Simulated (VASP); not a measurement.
Here is a VASP 6.6.1 calculation.

The input POSCAR:

```
Au
1.0
    1.4113099650     -2.5559330250      0.0000000000
    1.4113099650      2.5559330250      0.0000000000
    0.0000000000      0.0000000000      4.8931696100
Au
2
Direct
    0.6653279700      0.3346720300      0.2500000000
    0.3346720300      0.6653279700      0.7500000000
```

The input INCAR.step1:

```
SYSTEM = Au
PREC     = Accurate       ! precision mode
ENCUT    = 550            ! plane-wave cutoff, eV
ISMEAR   = 0              ! smearing method
SIGMA    = 0.1            ! smearing width, eV
LREAL    = .FALSE.        ! projectors in reciprocal space
LASPH    = .TRUE.         ! aspherical terms in the spheres
NELM     = 120            ! most SCF steps
NBANDS   = 26             ! bands
GGA      = PE             ! functional
ALGO     = Normal         ! electronic algorithm
EDIFF    = 1E-5           ! SCF threshold, eV
LWAVE    = .TRUE.         ! write WAVECAR
LCHARG   = .FALSE.        ! write CHGCAR
GGA_COMPAT= .FALSE.
```

File INCAR.step2:

```
SYSTEM = Au
PREC     = Accurate       ! precision mode
ENCUT    = 550            ! plane-wave cutoff, eV
EDIFF    = 1E-6           ! SCF threshold, eV
ISMEAR   = 0              ! smearing method
SIGMA    = 0.1            ! smearing width, eV
LREAL    = .FALSE.        ! projectors in reciprocal space
LASPH    = .TRUE.         ! aspherical terms in the spheres
NELM     = 120            ! most SCF steps
ALGO     = Normal         ! electronic algorithm
ISIF     = 2              ! what is computed and relaxed
LWAVE    = .FALSE.        ! write WAVECAR
LCHARG   = .FALSE.        ! write CHGCAR
METAGGA  = R2SCAN         ! meta-GGA
LMIXTAU  = .TRUE.       
NBANDS   = 26             ! bands
ISTART   = 1            
GGA_COMPAT= .FALSE.
```

KPOINTS

```
Automatic mesh
0
G
  1 1 1
  0 0 0
```

Potentials or basis: VASP PAW PBE potentials, release 64 (Au_sv_GW).

Run with:

```console
$ cat potpaw_PBE.64/Au_sv_GW/POTCAR > POTCAR
$ cp INCAR.step1 INCAR
$ mpirun -np 1 vasp_gam > vasp.out
$ cp INCAR.step2 INCAR
$ mpirun -np 1 vasp_gam > vasp.out
```

(1) Estimate the pressure.

(2) Predict the band gap on the k mesh.

Results:

(1) -15.6 GPa.

(2) 1.07 eV.

Caveat: the k points lie up to 2.54 Å⁻¹ apart; the PAW data sets were made with another functional, which shifts forces and pressure a little; spin-orbit coupling is left out, which moves the levels of the heavy elements.
